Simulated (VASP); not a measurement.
# TiN (Fm-3m) in VASP: notebook

Runs on TiN. Level: PBEsol. Tasks: single point.

Everything below comes from runs of VASP 6.6.1. Logs are shortened: lines on timing, memory, paths and dates and some standing lists are left out, and cuts for length are marked.

### 1 The cell of the first run

It takes space group Fm-3m (No. 225, cubic). Conventional cell: a = 4.028 Å, b = 4.028 Å, c = 4.028 Å, α = 90.00°, β = 90.00°, γ = 90.00°. Within 2.7 Å of Ti (site symmetry m-3m) lie 6 N at 2.01 Å. N (site symmetry m-3m) has 6 Ti at 2.01 Å within 2.7 Å.

### 2 Single point, PBEsol

The input, INCAR:

```
SYSTEM = TiN
PREC     = Accurate       ! precision mode
ENCUT    = 520            ! plane-wave cutoff, eV
EDIFF    = 1E-7           ! SCF threshold, eV
ISMEAR   = 0              ! smearing method
SIGMA    = 0.15           ! smearing width, eV
LREAL    = .FALSE.        ! projectors in reciprocal space
LASPH    = .TRUE.         ! aspherical terms in the spheres
NELM     = 80             ! most SCF steps
ALGO     = Normal         ! electronic algorithm
ISIF     = 2              ! what is computed and relaxed
LWAVE    = .FALSE.        ! write WAVECAR
LCHARG   = .TRUE.         ! write CHGCAR
GGA      = PS             ! functional
LELF     = .TRUE.         ! ELF
LVHAR    = .TRUE.       
NBANDS   = 16             ! bands
```

The input, KPOINTS:

```
Automatic mesh
0
G
  20 20 20
  0 0 0
```

The input, POSCAR:

```
TiN
1.0
    0.0000000000      2.0142318208      2.0142318208
    2.0142318208      0.0000000000      2.0142318208
    2.0142318208      2.0142318208      0.0000000000
Ti N
1 1
Direct
    0.0000000000      0.0000000000      0.0000000000
    0.5000000000      0.5000000000      0.5000000000
```

Potentials or basis: VASP PAW PBE potentials, release 64 (Ti_sv, N).

Run with:

```
> cat potpaw_PBE.64/Ti_sv/POTCAR potpaw_PBE.64/N/POTCAR > POTCAR
> mpirun -np 1 vasp_std > vasp.out
```

OUTCAR:

```text
SYSTEM = TiN
   PREC = Accurate
   ENCUT = 520
   EDIFF = 1E-7
   ISMEAR = 0
   LREAL = .FALSE.
   LASPH = .TRUE.
   NELM = 80
   ISIF = 2
   GGA = PS

 ion  position               nearest neighbor table
   1  0.000  0.000  0.000-   2 2.01   2 2.01   2 2.01   2 2.01   2 2.01   2 2.01
   2  0.500  0.500  0.500-   1 2.01   1 2.01   1 2.01   1 2.01   1 2.01   1 2.01

  LATTYP: Found a face centered cubic cell.
 ALAT       =     4.0284636416

  Lattice vectors:

 A1 = (   0.0000000000,   2.0142318208,   2.0142318208)
 A2 = (   2.0142318208,   0.0000000000,   2.0142318208)
 A3 = (   2.0142318208,   2.0142318208,   0.0000000000)

Analysis of symmetry for initial positions (statically):
=====================================================================
 Subroutine PRICEL returns:
 Original cell was already a primitive cell.

 Routine SETGRP: Setting up the symmetry group for a
 face centered cubic supercell.

 Subroutine GETGRP returns: Found 48 space group operations
 (whereof 48 operations were pure point group operations)
 out of a pool of 48 trial point group operations.

The static configuration has the point symmetry O_h .

Analysis of symmetry for dynamics (positions and initial velocities):
=====================================================================
 Subroutine PRICEL returns:
 Original cell was already a primitive cell.

 Routine SETGRP: Setting up the symmetry group for a
 face centered cubic supercell.

 Subroutine GETGRP returns: Found 48 space group operations
 (whereof 48 operations were pure point group operations)
 out of a pool of 48 trial point group operations.

The dynamic configuration has the point symmetry O_h .

 Subroutine INISYM returns: Found 48 space group operations
 (whereof 48 operations are pure point group operations),
 and found     1 'primitive' translations

----------------------------------------------------------------------------------------

                                     Primitive cell

  volume of cell :      16.3440

  direct lattice vectors                    reciprocal lattice vectors
     0.000000000  2.014231821  2.014231821    -0.248233592  0.248233592  0.248233592
     2.014231821  0.000000000  2.014231821     0.248233592 -0.248233592  0.248233592
     2.014231821  2.014231821  0.000000000     0.248233592  0.248233592 -0.248233592

  length of vectors
     2.848553959  2.848553959  2.848553959     0.429953193  0.429953193  0.429953193

  position of ions in fractional coordinates (direct lattice)
     0.000000000  0.000000000  0.000000000
     0.500000000  0.500000000  0.500000000

  ion indices of the primitive-cell ions
   primitive index   ion index
                 1           1
                 2           2

----------------------------------------------------------------------------------------

 KPOINTS: Automatic mesh

Automatic generation of k-mesh.
 Grid dimensions read from file:
 generate k-points for:   20   20   20

 Generating k-lattice:

  Cartesian coordinates                     Fractional coordinates (reciprocal lattice)
    -0.012411680  0.012411680  0.012411680     0.050000000  0.000000000  0.000000000
     0.012411680 -0.012411680  0.012411680     0.000000000  0.050000000  0.000000000
     0.012411680  0.012411680 -0.012411680     0.000000000  0.000000000  0.050000000

  Length of vectors
     0.021497660  0.021497660  0.021497660

  Shift w.r.t. Gamma in fractional coordinates (k-lattice)
     0.000000000  0.000000000  0.000000000

 Subroutine IBZKPT returns following result:
 ===========================================

 Found    256 irreducible k-points:

 Following reciprocal coordinates:
            Coordinates               Weight
  0.000000  0.000000  0.000000      1.000000
  0.050000  0.000000  0.000000      8.000000
  0.100000  0.000000  0.000000      8.000000
  0.150000  0.000000  0.000000      8.000000
  0.200000  0.000000  0.000000      8.000000
  0.250000  0.000000  0.000000      8.000000
[... 16 lines left out ...]
 -0.400000  0.050000  0.000000     24.000000
 -0.350000  0.050000  0.000000     24.000000
 [... further k-points ...]
   k-points           NKPTS =    256   k-points in BZ     NKDIM =    256   number of bands    NBANDS=     16
   number of dos      NEDOS =    301   number of ions     NIONS =      2
   total plane-waves  NPLWV =  13824
   dimension x,y,z NGX =    24 NGY =   24 NGZ =   24
   dimension x,y,z NGXF=    48 NGYF=   48 NGZF=   48
   ions per type =               1   1
   NGX,Y,Z   is equivalent  to a cutoff of  14.01, 14.01, 14.01 a.u.
   NGXF,Y,Z  is equivalent  to a cutoff of  28.01, 28.01, 28.01 a.u.
 SYSTEM =  TiN
   PREC   = accura    normal or accurate (medium, high low for compatibility)
   ISTART =      0    job   : 0-new  1-cont  2-samecut
   ICHARG =      2    charge: 1-file 2-atom 10-const
   ISPIN  =      1    spin polarized calculation?
   LNONCOLLINEAR =      F non collinear calculations
   LSORBIT =      F    spin-orbit coupling
   LASPH  =      T    aspherical Exc in radial PAW
   ENCUT  =  520.0 eV  38.22 Ry    6.18 a.u.   5.30  5.30  5.30*2*pi/ulx,y,z
   NELM   =     80;   NELMIN=  2; NELMDL= -5     # of ELM steps
   EDIFF  = 0.1E-06   stopping-criterion for ELM
   LREAL  =      F    real-space projection
   EDIFFG = 0.1E-05   stopping-criterion for IOM
   NSW    =      0    number of steps for IOM
   IBRION =     -1    ionic relax: 0-MD 1-quasi-New 2-CG
   NFREE  =      0    steps in history (QN), initial steepest desc. (CG)
   ISIF   =      2    stress and relaxation
   ISYM   =      2    0-nonsym 1-usesym 2-fastsym
   POTIM  = 0.5000    time-step for ionic-motion
   TEBEG  =    0.0;   TEEND  =   0.0 temperature during run
   PSTRESS=    0.0 pullay stress
   NELECT =      17.0000    total number of electrons
   NUPDOWN=      -1.0000    fix difference up-down
   EMIN   =  10.00;   EMAX   =-10.00  energy-range for DOS
   EFERMI =   0.00;   METHOD = LEGACY
   ISMEAR =     0;   SIGMA  =   0.15  broadening in eV -4-tet -1-fermi 0-gaus
   EFERMI_NEDOS =   21; number of points for ismear=-14 and -15
   IALGO  =     38    algorithm
   IMIX   =      4    mixing-type and parameters
     AMIX     =   0.40;   BMIX     =  1.00
     AMIX_MAG =   1.60;   BMIX_MAG =  1.00
  volume/ion in A,a.u.               =       8.17        55.15
  Fermi-wavevector in a.u.,A,eV,Ry     =   1.658715  3.134516 37.434177  2.751334
  Thomas-Fermi vector in A             =   2.746248
   LORBIT       =      0    0 simple, 1 ext, 2 COOP (PROOUT), +10 PAW based schemes
   GGA     = PS    functional components
   LHFCALC =     F    Hartree Fock is set to
   AEXX    =    0.0000 exact exchange contribution
   IVDW    =     0    specifies the selected vdW correction
   LEPSILON=     F    determine dielectric tensor
   LRPA    =     F    only Hartree local field effects (RPA)
 non-spin polarized calculation
 Gauss-broadening in eV      SIGMA  =   0.15
  energy-cutoff  :      520.00
  volume of cell :       16.34
 maximum number of plane-waves:       459
 NGX is ok and might be reduce to    24
   NGX = 11   NGY = 11   NGZ = 11

 number of electron      16.9999999 magnetization

 Free energy of the ion-electron system (eV)
  ---------------------------------------------------
  ext. energy  EPLUGINS =         0.00000000
  ---------------------------------------------------
  free energy    TOTEN  =       -20.46273845 eV

  energy without entropy =      -20.45619528  energy(sigma->0) =      -20.45946687

 E-fermi :  13.5126     XC(G=0): -14.0997

 val. band max:       13.5067657914   @ k =   0.2500   0.0500   0.0000
 cond. band min:      13.5178286932   @ k =  -0.1500   0.1500   0.0000
 fundamental gap:      0.0110629018
 Fermi energy:        13.5126076125

 k-point     1 :       0.0000    0.0000    0.0000
  band No.  band energies     occupation
      1     -43.8866      2.00000
      2     -19.8082      2.00000
      3     -19.8082      2.00000
      4     -19.8082      2.00000
      5      -4.4523      2.00000
      6      11.3129      2.00000
[... 8 lines left out ...]
     15      27.0403      0.00000
     16      35.5250      0.00000

 k-point     2 :       0.0500    0.0000    0.0000
  band No.  band energies     occupation
      1     -43.8819      2.00000
      2     -19.8387      2.00000
      3     -19.8103      2.00000
      4     -19.8103      2.00000
      5      -4.3867      2.00000
      6      10.9495      2.00000
[... 8 lines left out ...]
     15      27.1335      0.00000
     16      35.4210      0.00000

 k-point     3 :       0.1000    0.0000    0.0000
  band No.  band energies     occupation
      1     -43.8682      2.00000
      2     -19.9268      2.00000
      3     -19.8167      2.00000
      4     -19.8167      2.00000
      5      -4.1955      2.00000
      6      10.1801      2.00000
[... 8 lines left out ...]
     15      27.3609      0.00000
     16      35.1785      0.00000

 k-point     4 :       0.1500    0.0000    0.0000
  band No.  band energies     occupation
      1     -43.8467      2.00000
      2     -20.0617      2.00000
      3     -19.8266      2.00000
      4     -19.8266      2.00000
      5      -3.8917      2.00000
      6       9.2659      2.00000
[... 8 lines left out ...]
     15      27.5887      0.00000
     16      34.6744      0.00000

 k-point     5 :       0.2000    0.0000    0.0000
  band No.  band energies     occupation
      1     -43.8196      2.00000
      2     -20.2278      2.00000
      3     -19.8390      2.00000
      4     -19.8390      2.00000
      5      -3.4956      2.00000
      6       8.3048      2.00000
[... 8 lines left out ...]
     15      27.7005      0.00000
     16      33.9113      0.00000

 k-point     6 :       0.2500    0.0000    0.0000
  band No.  band energies     occupation
      1     -43.7894      2.00000
      2     -20.4074      2.00000
      3     -19.8528      2.00000
      4     -19.8528      2.00000
      5      -3.0338      2.00000
      6       7.3542      2.00000
[... 8 lines left out ...]
     15      27.7599      0.00000
     16      32.9549      0.00000

 k-point     7 :       0.3000    0.0000    0.0000
  band No.  band energies     occupation
      1     -43.7589      2.00000
      2     -20.5825      2.00000
      3     -19.8664      2.00000
      4     -19.8664      2.00000
      5      -2.5374      2.00000
      6       6.4581      2.00000
[... 8 lines left out ...]
     15      27.9723      0.00000
     16      31.9283      0.00000

 k-point     8 :       0.3500    0.0000    0.0000
  band No.  band energies     occupation
      1     -43.7313      2.00000
      2     -20.7369      2.00000
      3     -19.8787      2.00000
      4     -19.8787      2.00000
      5      -2.0450      2.00000
      6       5.6582      2.00000
[... 8 lines left out ...]
     15      28.4040      0.00000
     16      30.9566      0.00000

 k-point     9 :       0.4000    0.0000    0.0000
  band No.  band energies     occupation
      1     -43.7093      2.00000
      2     -20.8572      2.00000
      3     -19.8884      2.00000
      4     -19.8884      2.00000
      5      -1.6079      2.00000
      6       5.0045      2.00000
[... 8 lines left out ...]
     15      28.9180      0.00000
     16      30.1519      0.00000
[... 172 lines left out ...]
 k-point    19 :       0.4000    0.0500    0.0000
  band No.  band energies     occupation
      1     -43.7135      2.00000
      2     -20.8135      2.00000
      3     -19.9027      2.00000
      4     -19.8914      2.00000
      5      -1.7609      2.00000
      6       5.2325      2.00000
[... 8 lines left out ...]
     15      28.6895      0.00000
     16      30.3460      0.00000

 k-point    20 :       0.4500    0.0500    0.0000
  band No.  band energies     occupation
      1     -43.6967      2.00000
      2     -20.9034      2.00000
      3     -19.9054      2.00000
      4     -19.9043      2.00000
      5      -1.4129      2.00000
      6       4.7387      2.00000
[... 8 lines left out ...]
     15      29.0895      0.00000
     16      29.8015      0.00000

 k-point    21 :       0.5000    0.0500    0.0000
  band No.  band energies     occupation
      1     -43.6887      2.00000
      2     -20.9458      2.00000
      3     -19.9137      2.00000
      4     -19.9035      2.00000
      5      -1.2324      2.00000
      6       4.4914      2.00000
[... 8 lines left out ...]
     15      29.1786      0.00000
     16      29.5650      0.00000

 k-point    22 :      -0.4500    0.0500    0.0000
  band No.  band energies     occupation
      1     -43.6903      2.00000
      2     -20.9371      2.00000
      3     -19.9187      2.00000
      4     -19.8970      2.00000
      5      -1.2680      2.00000
      6       4.5397      2.00000
[... 8 lines left out ...]
     15      29.1240      0.00000
     16      29.6467      0.00000

 k-point    23 :      -0.4000    0.0500    0.0000
  band No.  band energies     occupation
      1     -43.7014      2.00000
      2     -20.8782      2.00000
      3     -19.9189      2.00000
      4     -19.8867      2.00000
      5      -1.5092      2.00000
      6       4.8739      2.00000
[... 8 lines left out ...]
     15      28.9241      0.00000
     16      29.8656      0.00000

 k-point    24 :      -0.3500    0.0500    0.0000
  band No.  band energies     occupation
      1     -43.7208      2.00000
      2     -20.7738      2.00000
      3     -19.9141      2.00000
      4     -19.8735      2.00000
      5      -1.8964      2.00000
      6       5.4352      2.00000
[... 8 lines left out ...]
     15      28.4933      0.00000
     16      30.4334      0.00000

 [... further k-points ...]
[... 5 lines left out ...]
  --------------------------------------------------------------------------------------
  -------------------------------------------------------------------------------------
  Total        5.1837998      5.1837998      5.1837998      0.0000000      0.0000000      0.0000000
  in kB      508.1599646    508.1599646    508.1599646      0.0000000      0.0000000      0.0000000
  external PRESSURE =     508.1599646 kB  Pullay stress =       0.0000000 kB

 VOLUME and BASIS-vectors are now :
 -----------------------------------------------------------------------------
  energy-cutoff  :      520.00
  volume of cell :       16.34
      direct lattice vectors                 reciprocal lattice vectors
     0.000000000  2.014231821  2.014231821    -0.248233592  0.248233592  0.248233592
     2.014231821  0.000000000  2.014231821     0.248233592 -0.248233592  0.248233592
     2.014231821  2.014231821  0.000000000     0.248233592  0.248233592 -0.248233592

 POSITION                                       TOTAL-FORCE (eV/Angst)
 -----------------------------------------------------------------------------------
      0.00000      0.00000      0.00000        -0.000000      0.000000      0.000000
      2.01423      2.01423      2.01423         0.000000     -0.000000     -0.000000
 -----------------------------------------------------------------------------------
    total drift:                                0.000000     -0.000000     -0.000000

  FREE ENERGIE OF THE ION-ELECTRON SYSTEM (eV)
  ---------------------------------------------------
  free  energy   TOTEN  =       -20.4627384544 eV

  energy  without entropy=      -20.4561952797  energy(sigma->0) =      -20.45946687
```

Run time: 38 s. Hardware: 1 thread of Intel Xeon 6975P-C (Granite Rapids), shared host; peak memory 0.19 GiB.

What came out:

```yaml
Free_energy: -20.4627 eV
Pressure: 50.8 GPa
```

Caveat: the PAW data sets were made with another functional, which shifts forces and pressure a little.

### 3 Single point, PBEsol

This run uses another cell than the first one, of 8.54 Å³/atom, 1.046 times its volume.

The input, INCAR:

```
SYSTEM = TiN
PREC = Accurate ; ENCUT = 520
EDIFF = 1E-6 ; ISMEAR = 0
SIGMA = 0.15 ; LREAL = .False.
LASPH = .True. ; NELM = 100
ALGO = Normal ; ISIF = 2
LWAVE = .False. ; LCHARG = .False.
GGA = PS ; NBANDS = 16
```

The input, KPOINTS:

```
Automatic mesh
0
Gamma
  20 20 20
  0 0 0
```

The input, POSCAR:

```
TiN
1.0
    0.0000000000      2.0443429201      2.0443429201
    2.0443429201      0.0000000000      2.0443429201
    2.0443429201      2.0443429201      0.0000000000
Ti N
1 1
Direct
    0.0000000000      0.0000000000      0.0000000000
    0.5000000000      0.5000000000      0.5000000000
```

Potentials or basis: VASP PAW PBE potentials, release 64 (Ti_sv, N).

Run with:

```
> cat potpaw_PBE.64/Ti_sv/POTCAR potpaw_PBE.64/N/POTCAR > POTCAR
> mpirun -np 1 vasp_std > vasp.out
```

It took 34 s on 1 thread of Intel Xeon 6975P-C (Granite Rapids), shared host; peak memory 0.19 GiB.

The run converged. Its results:

```
Free energy : -20.6505 eV
Pressure    : 30.4 GPa
```

Levels at points of the mesh, in eV from the Fermi level:
```
           k point  band 6  band 7  band 8  band 9  band 10  band 11  band 12  band 13
(0.00, 0.00, 0.00)   -2.15   -2.15   -2.15   -0.74    -0.74    -0.74     0.68     0.68
(0.50, 0.00, 0.00)   -8.82   -6.09   -6.09    2.03     2.03     2.84     6.55     6.71
(0.50, 0.50, 0.00)   -6.05   -3.63   -3.36   -3.36     1.95     2.88     2.88     4.55
```

Caveat: the PAW data sets were made with another functional, which shifts forces and pressure a little.
